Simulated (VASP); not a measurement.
# Hf5C3 (Cmmm) in VASP: single point with PBE

Aim: the single point of Hf5C3 with PBE.

Everything below comes from runs of VASP 6.6.1. Logs are shortened: lines on timing, memory, paths and dates and some standing lists are left out, and cuts for length are marked.

**1. The cell of the first run**

The structure is orthorhombic, space group Cmmm (No. 65). Conventional cell: a = 6.399 Å, b = 7.697 Å, c = 6.344 Å, α = 90.00°, β = 90.00°, γ = 90.00°. Within 3.3 Å of Hf (site symmetry 2) lie 4 C at 2.34 to 2.97 Å and 6 Hf at 2.95 to 3.21 Å. Hf (site symmetry mmm) has 8 Hf at 2.95 Å and 4 C at 4.04 Å within 4.1 Å. C (site symmetry mmm) has 2 C at 1.34 Å within 1.8 Å. C (site symmetry m2m) has 1 C at 1.34 Å within 1.8 Å.

The cell was built from a structure type or drawn by symmetry, and may not be a known phase.

**2. Single point, PBE**

The input, INCAR:

```
SYSTEM = Hf5C3
PREC = Accurate
ENCUT = 520
EDIFF = 1E-6
ISMEAR = 0
SIGMA = 0.2
LREAL = .FALSE.
LASPH = .TRUE.
NELM = 100
ALGO = Normal
ISIF = 2
LWAVE = .FALSE.
LCHARG = .FALSE.
GGA = PE
NBANDS = 41
```

The input, KPOINTS:

```
regular mesh
0
G
  3 3 3
  0 0 0
```

The input, POSCAR:

```
Hf5C3
1.0
    3.1996784202     -3.8483792867      0.0000000000
    3.1996784202      3.8483792867      0.0000000000
    0.0000000000      0.0000000000      6.3437232699
Hf C
5 3
Direct
    0.0000000000      0.5000000000      0.2469687434
    0.5000000000      0.0000000000      0.7530312566
    0.0000000000      0.5000000000      0.7530312566
    0.5000000000      0.0000000000      0.2469687434
    0.5000000000      0.5000000000      0.0000000000
    0.0000000000      0.0000000000      0.5000000000
    0.1743602608      0.8256397392      0.5000000000
    0.8256397392      0.1743602608      0.5000000000
```

Potentials or basis: VASP PAW PBE potentials, release 64 (Hf_pv, C).

Run with:

```
$ cat potpaw_PBE.64/Hf_pv/POTCAR potpaw_PBE.64/C/POTCAR > POTCAR
$ mpirun -np 1 vasp_std > vasp.out
```

OUTCAR:

```text
SYSTEM = Hf5C3
   PREC = Accurate
   ENCUT = 520
   EDIFF = 1E-6
   ISMEAR = 0
   LREAL = .FALSE.
   LASPH = .TRUE.
   NELM = 100
   ISIF = 2
   GGA = PE

 ion  position               nearest neighbor table
   1  0.000  0.500  0.247-   7 2.34   8 2.34   5 2.95   5 2.95   3 3.13   4 3.20   4 3.20   3 3.21
                             4 3.85   4 3.85
   2  0.500  0.000  0.753-   7 2.34   8 2.34   5 2.95   5 2.95   4 3.13   3 3.20   3 3.20   4 3.21
                             3 3.85   3 3.85
   3  0.000  0.500  0.753-   7 2.34   8 2.34   5 2.95   5 2.95   1 3.13   2 3.20   2 3.20   1 3.21
                             2 3.85   2 3.85
   4  0.500  0.000  0.247-   7 2.34   8 2.34   5 2.95   5 2.95   2 3.13   1 3.20   1 3.20   2 3.21
                             1 3.85   1 3.85
   5  0.500  0.500  0.000-   1 2.95   2 2.95   3 2.95   4 2.95   2 2.95   4 2.95   1 2.95   3 2.95

   6  0.000  0.000  0.500-   7 1.34   8 1.34
   7  0.174  0.826  0.500-   6 1.34   2 2.34   3 2.34   4 2.34   1 2.34
   8  0.826  0.174  0.500-   6 1.34   2 2.34   3 2.34   4 2.34   1 2.34

  LATTYP: Found a base centered orthorhombic cell.
 ALAT       =     6.3993568404
 B/A-ratio  =     1.2027393948
 C/A-ratio  =     0.9913063810

  Lattice vectors:

 A1 = (   3.1996784202,  -3.8483792867,   0.0000000000)
 A2 = (   3.1996784202,   3.8483792867,   0.0000000000)
 A3 = (   0.0000000000,   0.0000000000,   6.3437232699)

Analysis of symmetry for initial positions (statically):
=====================================================================
 Subroutine PRICEL returns:
 Original cell was already a primitive cell.

 Routine SETGRP: Setting up the symmetry group for a
 base centered orthorhombic supercell.

 Subroutine GETGRP returns: Found  8 space group operations
 (whereof  8 operations were pure point group operations)
 out of a pool of  8 trial point group operations.

The static configuration has the point symmetry D_2h.

Analysis of symmetry for dynamics (positions and initial velocities):
=====================================================================
 Subroutine PRICEL returns:
 Original cell was already a primitive cell.

 Routine SETGRP: Setting up the symmetry group for a
 base centered orthorhombic supercell.

 Subroutine GETGRP returns: Found  8 space group operations
 (whereof  8 operations were pure point group operations)
 out of a pool of  8 trial point group operations.

The dynamic configuration has the point symmetry D_2h.

 Subroutine INISYM returns: Found  8 space group operations
 (whereof  8 operations are pure point group operations),
 and found     1 'primitive' translations

----------------------------------------------------------------------------------------

                                     Primitive cell

  volume of cell :     156.2278

  direct lattice vectors                    reciprocal lattice vectors
     3.199678420 -3.848379287  0.000000000     0.156265704 -0.129924824  0.000000000
     3.199678420  3.848379287  0.000000000     0.156265704  0.129924824  0.000000000
     0.000000000  0.000000000  6.343723270     0.000000000  0.000000000  0.157636132

  length of vectors
     5.004794214  5.004794214  6.343723270     0.203222612  0.203222612  0.157636132

  position of ions in fractional coordinates (direct lattice)
     0.000000000  0.500000000  0.246968743
     0.500000000  0.000000000  0.753031257
     0.000000000  0.500000000  0.753031257
     0.500000000  0.000000000  0.246968743
     0.500000000  0.500000000  0.000000000
     0.000000000  0.000000000  0.500000000
     0.174360261  0.825639739  0.500000000
     0.825639739  0.174360261  0.500000000

  ion indices of the primitive-cell ions
   primitive index   ion index
                 1           1
                 2           2
                 3           3
                 4           4
                 5           5
                 6           6
                 7           7
                 8           8

----------------------------------------------------------------------------------------

 KPOINTS: regular mesh

Automatic generation of k-mesh.
 Grid dimensions read from file:
 generate k-points for:    3    3    3

 Generating k-lattice:

  Cartesian coordinates                     Fractional coordinates (reciprocal lattice)
     0.052088568 -0.043308275  0.000000000     0.333333333  0.000000000  0.000000000
     0.052088568  0.043308275  0.000000000     0.000000000  0.333333333  0.000000000
     0.000000000  0.000000000  0.052545377     0.000000000  0.000000000  0.333333333

  Length of vectors
     0.067740871  0.067740871  0.052545377

  Shift w.r.t. Gamma in fractional coordinates (k-lattice)
     0.000000000  0.000000000  0.000000000

 Subroutine IBZKPT returns following result:
 ===========================================

 Found      8 irreducible k-points:

 Following reciprocal coordinates:
            Coordinates               Weight
  0.000000  0.000000  0.000000      1.000000
  0.333333  0.000000  0.000000      4.000000
  0.333333  0.333333  0.000000      2.000000
 -0.333333  0.333333  0.000000      2.000000
  0.000000  0.000000  0.333333      2.000000
  0.333333  0.000000  0.333333      8.000000
  0.333333  0.333333  0.333333      4.000000
 -0.333333  0.333333  0.333333      4.000000
   k-points           NKPTS =      8   k-points in BZ     NKDIM =      8   number of bands    NBANDS=     41
   number of dos      NEDOS =    301   number of ions     NIONS =      8
   total plane-waves  NPLWV =  76800
   dimension x,y,z NGX =    40 NGY =   40 NGZ =   48
   dimension x,y,z NGXF=    80 NGYF=   80 NGZF=   96
   ions per type =               5   3
   NGX,Y,Z   is equivalent  to a cutoff of  13.29, 13.29, 12.58 a.u.
   NGXF,Y,Z  is equivalent  to a cutoff of  26.57, 26.57, 25.16 a.u.
 SYSTEM =  Hf5C3
   PREC   = accura    normal or accurate (medium, high low for compatibility)
   ISTART =      0    job   : 0-new  1-cont  2-samecut
   ICHARG =      2    charge: 1-file 2-atom 10-const
   ISPIN  =      1    spin polarized calculation?
   LNONCOLLINEAR =      F non collinear calculations
   LSORBIT =      F    spin-orbit coupling
   LASPH  =      T    aspherical Exc in radial PAW
   ENCUT  =  520.0 eV  38.22 Ry    6.18 a.u.   9.31  9.31 11.80*2*pi/ulx,y,z
   NELM   =    100;   NELMIN=  2; NELMDL= -5     # of ELM steps
   EDIFF  = 0.1E-05   stopping-criterion for ELM
   LREAL  =      F    real-space projection
   EDIFFG = 0.1E-04   stopping-criterion for IOM
   NSW    =      0    number of steps for IOM
   IBRION =     -1    ionic relax: 0-MD 1-quasi-New 2-CG
   NFREE  =      0    steps in history (QN), initial steepest desc. (CG)
   ISIF   =      2    stress and relaxation
   ISYM   =      2    0-nonsym 1-usesym 2-fastsym
   POTIM  = 0.5000    time-step for ionic-motion
   TEBEG  =    0.0;   TEEND  =   0.0 temperature during run
   PSTRESS=    0.0 pullay stress
   NELECT =      62.0000    total number of electrons
   NUPDOWN=      -1.0000    fix difference up-down
   EMIN   =  10.00;   EMAX   =-10.00  energy-range for DOS
   EFERMI =   0.00;   METHOD = LEGACY
   ISMEAR =     0;   SIGMA  =   0.20  broadening in eV -4-tet -1-fermi 0-gaus
   EFERMI_NEDOS =   21; number of points for ismear=-14 and -15
   IALGO  =     38    algorithm
   IMIX   =      4    mixing-type and parameters
     AMIX     =   0.40;   BMIX     =  1.00
     AMIX_MAG =   1.60;   BMIX_MAG =  1.00
  volume/ion in A,a.u.               =      19.53       131.78
  Fermi-wavevector in a.u.,A,eV,Ry     =   1.203056  2.273447 19.692314  1.447344
  Thomas-Fermi vector in A             =   2.338820
   LORBIT       =      0    0 simple, 1 ext, 2 COOP (PROOUT), +10 PAW based schemes
   GGA     = PE    functional components
   LHFCALC =     F    Hartree Fock is set to
   AEXX    =    0.0000 exact exchange contribution
   IVDW    =     0    specifies the selected vdW correction
   LEPSILON=     F    determine dielectric tensor
   LRPA    =     F    only Hartree local field effects (RPA)
 non-spin polarized calculation
 Gauss-broadening in eV      SIGMA  =   0.20
  energy-cutoff  :      520.00
  volume of cell :      156.23
 maximum number of plane-waves:      4232
 NGX is ok and might be reduce to    40
   NGX = 19   NGY = 19   NGZ = 23

 number of electron      62.0000005 magnetization

 Free energy of the ion-electron system (eV)
  ---------------------------------------------------
  ext. energy  EPLUGINS =         0.00000000
  ---------------------------------------------------
  free energy    TOTEN  =       -72.96976967 eV

  energy without entropy =      -72.81630029  energy(sigma->0) =      -72.89303498

 E-fermi :   3.8788     XC(G=0): -10.4266

 val. band max:        3.8669850147   @ k =   0.3333   0.0000   0.0000
 cond. band min:       4.0087114381   @ k =   0.3333   0.0000   0.3333
 fundamental gap:      0.1417264234
 Fermi energy:         3.8788294058

 k-point     1 :       0.0000    0.0000    0.0000
  band No.  band energies     occupation
      1     -27.1597      2.00000
      2     -27.1101      2.00000
      3     -27.0778      2.00000
      4     -27.0743      2.00000
      5     -27.0407      2.00000
      6     -27.0402      2.00000
[... 33 lines left out ...]
     40       7.3718      0.00000
     41       7.7267      0.00000

 k-point     2 :       0.3333    0.0000    0.0000
  band No.  band energies     occupation
      1     -27.1214      2.00000
      2     -27.0846      2.00000
      3     -27.0703      2.00000
      4     -27.0584      2.00000
      5     -27.0241      2.00000
      6     -26.9932      2.00000
[... 33 lines left out ...]
     40       6.8772      0.00000
     41       6.9161      0.00000

 k-point     3 :       0.3333    0.3333    0.0000
  band No.  band energies     occupation
      1     -27.1318      2.00000
      2     -27.1133      2.00000
      3     -27.0963      2.00000
      4     -27.0598      2.00000
      5     -26.9973      2.00000
      6     -26.9629      2.00000
[... 33 lines left out ...]
     40       6.8035      0.00000
     41       6.9401      0.00000

 k-point     4 :      -0.3333    0.3333    0.0000
  band No.  band energies     occupation
      1     -27.1655      2.00000
      2     -27.1482      2.00000
      3     -27.0946      2.00000
      4     -27.0787      2.00000
      5     -27.0170      2.00000
      6     -26.9994      2.00000
[... 33 lines left out ...]
     40       7.2681      0.00000
     41       7.4635      0.00000

 k-point     5 :       0.0000    0.0000    0.3333
  band No.  band energies     occupation
      1     -27.1392      2.00000
      2     -27.0988      2.00000
      3     -27.0592      2.00000
      4     -27.0266      2.00000
      5     -27.0058      2.00000
      6     -26.9964      2.00000
[... 33 lines left out ...]
     40       7.1579      0.00000
     41       7.2060      0.00000

 k-point     6 :       0.3333    0.0000    0.3333
  band No.  band energies     occupation
      1     -27.0691      2.00000
      2     -27.0490      2.00000
      3     -27.0369      2.00000
      4     -27.0216      2.00000
      5     -27.0088      2.00000
      6     -26.9693      2.00000
[... 33 lines left out ...]
     40       6.1621      0.00000
     41       6.3559      0.00000

 k-point     7 :       0.3333    0.3333    0.3333
  band No.  band energies     occupation
      1     -27.1004      2.00000
      2     -27.0722      2.00000
      3     -27.0267      2.00000
      4     -26.9933      2.00000
      5     -26.9838      2.00000
      6     -26.9803      2.00000
[... 33 lines left out ...]
     40       6.3635      0.00000
     41       6.5579      0.00000

 k-point     8 :      -0.3333    0.3333    0.3333
  band No.  band energies     occupation
      1     -27.1472      2.00000
      2     -27.1109      2.00000
      3     -27.0479      2.00000
      4     -27.0353      2.00000
      5     -26.9969      2.00000
      6     -26.9718      2.00000
[... 33 lines left out ...]
     40       6.8407      0.00000
     41       6.9238      0.00000

------------------------ aborting loop because EDIFF is reached ----------------------------------------

  FORCE on cell =-STRESS in cart. coord.  units (eV):
  Direction    XX          YY          ZZ          XY          YZ          ZX
  --------------------------------------------------------------------------------------
  -------------------------------------------------------------------------------------
  Total       -0.5054948     -0.2453365     -0.4037936      0.0000000      0.0000000      0.0000000
  in kB       -5.1840460     -2.5160209     -4.1410609      0.0000000      0.0000000      0.0000000
  external PRESSURE =      -3.9470426 kB  Pullay stress =       0.0000000 kB

 VOLUME and BASIS-vectors are now :
 -----------------------------------------------------------------------------
  energy-cutoff  :      520.00
  volume of cell :      156.23
      direct lattice vectors                 reciprocal lattice vectors
     3.199678420 -3.848379287  0.000000000     0.156265704 -0.129924824  0.000000000
     3.199678420  3.848379287  0.000000000     0.156265704  0.129924824  0.000000000
     0.000000000  0.000000000  6.343723270     0.000000000  0.000000000  0.157636132

 POSITION                                       TOTAL-FORCE (eV/Angst)
 -----------------------------------------------------------------------------------
      1.59984      1.92419      1.56670        -0.000000      0.000000      0.011964
      1.59984     -1.92419      4.77702         0.000000      0.000000     -0.011964
      1.59984      1.92419      4.77702        -0.000000     -0.000000     -0.011964
      1.59984     -1.92419      1.56670         0.000000      0.000000      0.011964
      3.19968      0.00000      0.00000        -0.000000     -0.000000     -0.000000
      0.00000      0.00000      3.17186        -0.000000     -0.000000     -0.000000
      3.19968      2.50637      3.17186        -0.000000     -0.029005     -0.000000
      3.19968     -2.50637      3.17186        -0.000000      0.029005     -0.000000
 -----------------------------------------------------------------------------------
    total drift:                               -0.000000      0.000000     -0.000000

  FREE ENERGIE OF THE ION-ELECTRON SYSTEM (eV)
  ---------------------------------------------------
  free  energy   TOTEN  =       -72.9697696673 eV

  energy  without entropy=      -72.8163002943  energy(sigma->0) =      -72.89303498
```

Wall time 27 s (1 thread of Intel Xeon 6975P-C (Granite Rapids), shared host); peak memory 0.27 GiB.

What came out:

- Free energy: -72.9698 eV
- Pressure: -0.4 GPa
- Largest force: 0.029 eV/Å
- Band gap on the k mesh: zero (bands 31 and 32 overlap by 0.65 eV)

Forces in eV/Å, atoms in the order of the input:
```
Hf   0.000  0.000  0.012
Hf   0.000  0.000 -0.012
Hf   0.000  0.000 -0.012
Hf   0.000  0.000  0.012
Hf   0.000  0.000  0.000
C    0.000  0.000  0.000
C    0.000 -0.029  0.000
C    0.000  0.029  0.000
```

Levels at points of the mesh, in eV from the Fermi level:
```
           k point  band 28  band 29  band 30  band 31  band 32  band 33  band 34  band 35
(0.00, 0.00, 0.00)    -0.74    -0.67    -0.31     0.28     0.33     0.59     0.88     0.90
```

Caveat: the k points lie up to 0.43 Å⁻¹ apart, too coarse for converged energies and pressures of a metal; spin-orbit coupling is left out, which moves the levels of the heavy elements.
